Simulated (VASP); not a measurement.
Input of a VASP 6.6.1 run:

INCAR

```
  PREC = Accurate
  ENCUT = 520
  EDIFF = 1E-7
  ISMEAR = 0
  SIGMA = 0.05
  LREAL = F
  LASPH = T
  NELM = 150
  ALGO = Normal
  ISIF = 2
  LWAVE = F
  LCHARG = F
  ISPIN = 2
  MAGMOM = 0.5 0
  LORBIT = 11
  GGA = PS
  NBANDS = 15
```

KPOINTS

```
regular mesh
0
Gamma
  1 1 15
```

File POSCAR:

```
NaH
1.0
    9.0000000000      0.0000000000      0.0000000000
    0.0000000000      9.3000000000      0.0000000000
    0.0000000000      0.0000000000      4.3122397648
Na H
1 1
Direct
    0.5000000000      0.5000000000      0.0000000000
    0.5000000000      0.5000000000      0.5000000000
```

Potentials or basis: VASP PAW PBE potentials, release 64 (Na_pv, H).

Command:

```bash
$ cat potpaw_PBE.64/Na_pv/POTCAR potpaw_PBE.64/H/POTCAR > POTCAR
$ mpirun -np 1 vasp_std > vasp.out
```

**Question.** Estimate the net moment.

**Answer.** 0.00 μB per cell.

**Question.** Estimate the band gap on the k mesh.

**Answer.** 3.87 eV (least direct gap 4.01 eV).
